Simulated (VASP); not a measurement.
# Si (P6/mmm) in VASP: further runs

Runs on Si. Level: LDA. Tasks: single point.

All numbers are computed with VASP 6.6.1; they aren't measurements. Logs are shortened: lines on timing, memory, paths and dates and some standing lists are left out, and cuts for length are marked.

## Step 1: The cell of the first run

Symmetry: P6/mmm, No. 191, hexagonal system. The conventional cell has a = 2.543 Å, b = 2.543 Å, c = 2.533 Å, α = 90.00°, β = 90.00°, γ = 120.00°. Si (site symmetry 6/mmm) has 8 Si at 2.53 to 2.54 Å within 3.3 Å.

## Step 2: Single point, LDA (strain -0.025 along x and y, +0.025 along z)

Contents of INCAR:

```
SYSTEM = Si
PREC     = Accurate       ! precision mode
ENCUT    = 520            ! plane-wave cutoff, eV
EDIFF    = 1E-6           ! SCF threshold, eV
ISMEAR   = 0              ! smearing method
SIGMA    = 0.15           ! smearing width, eV
LREAL    = .False.        ! projectors in reciprocal space
LASPH    = .True.         ! aspherical terms in the spheres
NELM     = 60             ! most SCF steps
ALGO     = Normal         ! electronic algorithm
ISIF     = 2              ! what is computed and relaxed
LWAVE    = .False.        ! write WAVECAR
LCHARG   = .True.         ! write CHGCAR
GGA      = CA             ! functional
LELF     = .True.         ! ELF
LVHAR    = .True.       
NBANDS   = 8              ! bands
```

Contents of KPOINTS:

```
Automatic mesh
0
Gamma
  24 24 24
  0 0 0
```

Contents of POSCAR:

```
Si
1.0
    2.5432791415      0.0000000000      0.0000000000
   -1.2716395708      2.2025443455      0.0000000000
    0.0000000000      0.0000000000      2.5325302362
Si
1
Direct
    0.0000000000      0.0000000000      0.0000000000
```

Potentials or basis: VASP PAW LDA potentials, release 64 (Si).

The run is started by

```bash
$ cat potpaw_LDA.64/Si/POTCAR > POTCAR
$ mpirun -np 1 vasp_std > vasp.out
```

OUTCAR:

```text
SYSTEM = Si
   PREC = Accurate
   ENCUT = 520
   EDIFF = 1E-6
   ISMEAR = 0
   LREAL = .False.
   LASPH = .True.
   NELM = 60
   ISIF = 2
   GGA = CA

 ion  position               nearest neighbor table
   1  0.000  0.000  0.000-

  LATTYP: Found a hexagonal cell.
 ALAT       =     2.5432791415
 C/A-ratio  =     0.9957736038

  Lattice vectors:

 A1 = (   2.5432791415,   0.0000000000,   0.0000000000)
 A2 = (  -1.2716395708,   2.2025443455,   0.0000000000)
 A3 = (   0.0000000000,   0.0000000000,   2.5325302362)

Analysis of symmetry for initial positions (statically):
=====================================================================
 Subroutine PRICEL returns:
 Original cell was already a primitive cell.

 Routine SETGRP: Setting up the symmetry group for a
 hexagonal supercell.

 Subroutine GETGRP returns: Found 24 space group operations
 (whereof 24 operations were pure point group operations)
 out of a pool of 24 trial point group operations.

The static configuration has the point symmetry D_6h.

Analysis of symmetry for dynamics (positions and initial velocities):
=====================================================================
 Subroutine PRICEL returns:
 Original cell was already a primitive cell.

 Routine SETGRP: Setting up the symmetry group for a
 hexagonal supercell.

 Subroutine GETGRP returns: Found 24 space group operations
 (whereof 24 operations were pure point group operations)
 out of a pool of 24 trial point group operations.

The dynamic configuration has the point symmetry D_6h.

 Subroutine INISYM returns: Found 24 space group operations
 (whereof 24 operations are pure point group operations),
 and found     1 'primitive' translations

----------------------------------------------------------------------------------------

                                     Primitive cell

  volume of cell :      14.1864

  direct lattice vectors                    reciprocal lattice vectors
     2.543279141  0.000000000  0.000000000     0.393193175  0.227010185  0.000000000
    -1.271639571  2.202544345  0.000000000     0.000000000  0.454020371  0.000000000
     0.000000000  0.000000000  2.532530236     0.000000000  0.000000000  0.394862018

  length of vectors
     2.543279141  2.543279142  2.532530236     0.454020371  0.454020371  0.394862018

  position of ions in fractional coordinates (direct lattice)
     0.000000000  0.000000000  0.000000000

  ion indices of the primitive-cell ions
   primitive index   ion index
                 1           1

----------------------------------------------------------------------------------------

 KPOINTS: Automatic mesh

Automatic generation of k-mesh.
 Grid dimensions read from file:
 generate k-points for:   24   24   24

 Generating k-lattice:

  Cartesian coordinates                     Fractional coordinates (reciprocal lattice)
     0.016383049  0.009458758  0.000000000     0.041666667  0.000000000  0.000000000
     0.000000000  0.018917515  0.000000000     0.000000000  0.041666667  0.000000000
     0.000000000  0.000000000  0.016452584     0.000000000  0.000000000  0.041666667

  Length of vectors
     0.018917515  0.018917515  0.016452584

  Shift w.r.t. Gamma in fractional coordinates (k-lattice)
     0.000000000  0.000000000  0.000000000

 Subroutine IBZKPT returns following result:
 ===========================================

 Found    793 irreducible k-points:

 Following reciprocal coordinates:
            Coordinates               Weight
  0.000000  0.000000  0.000000      1.000000
  0.041667  0.000000  0.000000      6.000000
  0.083333  0.000000  0.000000      6.000000
  0.125000  0.000000  0.000000      6.000000
  0.166667  0.000000  0.000000      6.000000
  0.208333  0.000000  0.000000      6.000000
[... 16 lines left out ...]
  0.416667  0.041667  0.000000     12.000000
  0.458333  0.041667  0.000000     12.000000
 [... further k-points ...]
   k-points           NKPTS =    793   k-points in BZ     NKDIM =    793   number of bands    NBANDS=      8
   number of dos      NEDOS =    301   number of ions     NIONS =      1
   total plane-waves  NPLWV =   8000
   dimension x,y,z NGX =    20 NGY =   20 NGZ =   20
   dimension x,y,z NGXF=    40 NGYF=   40 NGZF=   40
   ions per type =               1
   NGX,Y,Z   is equivalent  to a cutoff of  13.07, 13.07, 13.13 a.u.
   NGXF,Y,Z  is equivalent  to a cutoff of  26.15, 26.15, 26.26 a.u.
 SYSTEM =  Si
   PREC   = accura    normal or accurate (medium, high low for compatibility)
   ISTART =      0    job   : 0-new  1-cont  2-samecut
   ICHARG =      2    charge: 1-file 2-atom 10-const
   ISPIN  =      1    spin polarized calculation?
   LNONCOLLINEAR =      F non collinear calculations
   LSORBIT =      F    spin-orbit coupling
   LASPH  =      T    aspherical Exc in radial PAW
   ENCUT  =  520.0 eV  38.22 Ry    6.18 a.u.   4.73  4.73  4.71*2*pi/ulx,y,z
   NELM   =     60;   NELMIN=  2; NELMDL= -5     # of ELM steps
   EDIFF  = 0.1E-05   stopping-criterion for ELM
   LREAL  =      F    real-space projection
   EDIFFG = 0.1E-04   stopping-criterion for IOM
   NSW    =      0    number of steps for IOM
   IBRION =     -1    ionic relax: 0-MD 1-quasi-New 2-CG
   NFREE  =      0    steps in history (QN), initial steepest desc. (CG)
   ISIF   =      2    stress and relaxation
   ISYM   =      2    0-nonsym 1-usesym 2-fastsym
   POTIM  = 0.5000    time-step for ionic-motion
   TEBEG  =    0.0;   TEEND  =   0.0 temperature during run
   PSTRESS=    0.0 pullay stress
   NELECT =       4.0000    total number of electrons
   NUPDOWN=      -1.0000    fix difference up-down
   EMIN   =  10.00;   EMAX   =-10.00  energy-range for DOS
   EFERMI =   0.00;   METHOD = LEGACY
   ISMEAR =     0;   SIGMA  =   0.15  broadening in eV -4-tet -1-fermi 0-gaus
   EFERMI_NEDOS =   21; number of points for ismear=-14 and -15
   IALGO  =     38    algorithm
   IMIX   =      4    mixing-type and parameters
     AMIX     =   0.40;   BMIX     =  1.00
     AMIX_MAG =   1.60;   BMIX_MAG =  1.00
  volume/ion in A,a.u.               =      14.19        95.73
  Fermi-wavevector in a.u.,A,eV,Ry     =   1.073504  2.028629 15.679505  1.152411
  Thomas-Fermi vector in A             =   2.209305
   LORBIT       =      0    0 simple, 1 ext, 2 COOP (PROOUT), +10 PAW based schemes
   GGA     = CA    functional components
   LHFCALC =     F    Hartree Fock is set to
   AEXX    =    0.0000 exact exchange contribution
   IVDW    =     0    specifies the selected vdW correction
   LEPSILON=     F    determine dielectric tensor
   LRPA    =     F    only Hartree local field effects (RPA)
 non-spin polarized calculation
 Gauss-broadening in eV      SIGMA  =   0.15
  energy-cutoff  :      520.00
  volume of cell :       14.19
 maximum number of plane-waves:       405
 NGX is ok and might be reduce to    20
   NGX =  9   NGY =  9   NGZ =  9

 number of electron       4.0000000 magnetization

 Free energy of the ion-electron system (eV)
  ---------------------------------------------------
  ext. energy  EPLUGINS =         0.00000000
  ---------------------------------------------------
  free energy    TOTEN  =        -5.70933413 eV

  energy without entropy =       -5.70498087  energy(sigma->0) =       -5.70715750

 E-fermi :  10.0679     XC(G=0): -11.2790

 val. band max:       10.0594577726   @ k =   0.3750   0.0417   0.3750
 cond. band min:      10.0790633684   @ k =   0.2917   0.2917   0.5000
 fundamental gap:      0.0196055958
 Fermi energy:        10.0678890861

 k-point     1 :       0.0000    0.0000    0.0000
  band No.  band energies     occupation
      1      -4.3339      2.00000
      2      16.5410      0.00000
      3      16.9752      0.00000
      4      21.7964      0.00000
      5      21.7964      0.00000
      6      23.0719      0.00000
      7      23.0719      0.00000
      8      28.8089      0.00000

 k-point     2 :       0.0417    0.0000    0.0000
  band No.  band energies     occupation
      1      -4.2821      2.00000
      2      16.5848      0.00000
      3      16.9200      0.00000
      4      21.0748      0.00000
      5      21.2428      0.00000
      6      23.2473      0.00000
      7      23.7134      0.00000
      8      29.3859      0.00000

 k-point     3 :       0.0833    0.0000    0.0000
  band No.  band energies     occupation
      1      -4.1268      2.00000
      2      16.6798      0.00000
      3      16.7163      0.00000
      4      19.8147      0.00000
      5      20.4005      0.00000
      6      23.2675      0.00000
      7      24.8188      0.00000
      8      30.6733      0.00000

 k-point     4 :       0.1250    0.0000    0.0000
  band No.  band energies     occupation
      1      -3.8683      2.00000
      2      16.0008      0.00000
      3      16.9351      0.00000
      4      18.7910      0.00000
      5      19.5940      0.00000
      6      23.1222      0.00000
      7      26.0621      0.00000
      8      31.5736      0.00000

 k-point     5 :       0.1667    0.0000    0.0000
  band No.  band energies     occupation
      1      -3.5070      2.00000
      2      14.7461      0.00000
      3      17.2411      0.00000
      4      18.2780      0.00000
      5      18.8612      0.00000
      6      22.9817      0.00000
      7      27.4028      0.00000
      8      32.3513      0.00000
[... 177 lines left out ...]
 k-point    22 :       0.3750    0.0417    0.0000
  band No.  band energies     occupation
      1       0.3155      2.00000
      2       6.2675      2.00000
      3      15.2075      0.00000
      4      18.4103      0.00000
      5      20.4333      0.00000
      6      25.1195      0.00000
      7      26.0015      0.00000
      8      30.4754      0.00000

 k-point    23 :       0.4167    0.0417    0.0000
  band No.  band energies     occupation
      1       1.3183      2.00000
      2       4.9059      2.00000
      3      15.0396      0.00000
      4      18.3093      0.00000
      5      21.2008      0.00000
      6      24.9254      0.00000
      7      25.9818      0.00000
      8      29.3085      0.00000

 k-point    24 :       0.4583    0.0417    0.0000
  band No.  band energies     occupation
      1       2.4015      2.00000
      2       3.6426      2.00000
      3      14.9552      0.00000
      4      18.2561      0.00000
      5      21.8409      0.00000
      6      24.1296      0.00000
      7      26.9039      0.00000
      8      28.2232      0.00000

 [... further k-points ...]
[... 5 lines left out ...]
  --------------------------------------------------------------------------------------
  -------------------------------------------------------------------------------------
  Total        0.7275890      0.7275890     -0.5734461     -0.0000000     -0.0000000      0.0000000
  in kB       82.1719119     82.1719119    -64.7634273     -0.0000000     -0.0000000      0.0000000
  external PRESSURE =      33.1934655 kB  Pullay stress =       0.0000000 kB

 VOLUME and BASIS-vectors are now :
 -----------------------------------------------------------------------------
  energy-cutoff  :      520.00
  volume of cell :       14.19
      direct lattice vectors                 reciprocal lattice vectors
     2.543279141  0.000000000  0.000000000     0.393193175  0.227010185  0.000000000
    -1.271639571  2.202544345  0.000000000     0.000000000  0.454020371  0.000000000
     0.000000000  0.000000000  2.532530236     0.000000000  0.000000000  0.394862018

 POSITION                                       TOTAL-FORCE (eV/Angst)
 -----------------------------------------------------------------------------------
      0.00000      0.00000      0.00000         0.000000      0.000000      0.000000
 -----------------------------------------------------------------------------------
    total drift:                                0.000000      0.000000      0.000000

  FREE ENERGIE OF THE ION-ELECTRON SYSTEM (eV)
  ---------------------------------------------------
  free  energy   TOTEN  =        -5.7093341336 eV

  energy  without entropy=       -5.7049808712  energy(sigma->0) =       -5.70715750
```

Run time: 44 s. Hardware: 1 thread of Intel Xeon Platinum 8259CL at 2.50GHz (Skylake/Cascade Lake), shared host; peak memory 0.17 GiB.

What came out:

```
Free energy            : -5.7093 eV
Pressure               : 3.3 GPa
Band gap on the k mesh : zero (band 2 reaches 16.68 eV, above the bottom of band 3 at 5.50 eV)
```

Caveat: the cell differs from its parent crystal (strain -0.025 along x and y, +0.025 along z).

(Part 1 of 2 ends here.)
